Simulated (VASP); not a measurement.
Input of a VASP 6.6.1 run:

File INCAR:

```
SYSTEM = MgB2
ALGO     = Normal         ! electronic algorithm
EDIFF    = 1E-6           ! SCF threshold, eV
ENCUT    = 520            ! plane-wave cutoff, eV
GGA      = PE             ! functional
ISIF     = 2              ! what is computed and relaxed
ISMEAR   = 0              ! smearing method
LASPH    = .True.         ! aspherical terms in the spheres
LCHARG   = .False.        ! write CHGCAR
LREAL    = .False.        ! projectors in reciprocal space
LWAVE    = .False.        ! write WAVECAR
NBANDS   = 17             ! bands
NELM     = 80             ! most SCF steps
PREC     = Accurate       ! precision mode
SIGMA    = 0.1            ! smearing width, eV
```

File KPOINTS:

```
k-points
0
Gamma
  4 4 4
  0 0 0
```

File POSCAR:

```
MgB2
1.0
    3.3289604615      0.0000000000      0.0000000000
    0.0000000000      3.3289604615      0.0000000000
    0.0000000000      0.0000000000      7.0039208903
Mg B
2 4
Direct
    0.0000000000      0.5000000000      0.3184323529
    0.5000000000      0.0000000000      0.6815676471
    0.5000000000      0.2529857688      0.0981330395
    0.5000000000      0.7470142312      0.0981330395
    0.2529857688      0.5000000000      0.9018669605
    0.7470142312      0.5000000000      0.9018669605
```

Potentials or basis: VASP PAW PBE potentials, release 64 (Mg, B).

Launch:

```bash
$ cat potpaw_PBE.64/Mg/POTCAR potpaw_PBE.64/B/POTCAR > POTCAR
$ mpirun -np 1 vasp_std > vasp.out
```

Task: Predict the band gap on the k mesh.

Result: Zero (bands 8 and 9 overlap by 0.25 eV).

Task: Estimate the pressure.

Result: -0.1 GPa.

Task: What does it give for the largest force?

Result: 0.012 eV/Å.

Forces in eV/Å, atoms in the order of the input:
```
Mg   0.000  0.000 -0.001
Mg   0.000  0.000  0.001
B    0.000 -0.012  0.002
B    0.000  0.012  0.002
B   -0.012  0.000 -0.002
B    0.012  0.000 -0.002
```

Caveat: the k points lie up to 0.47 Å⁻¹ apart.
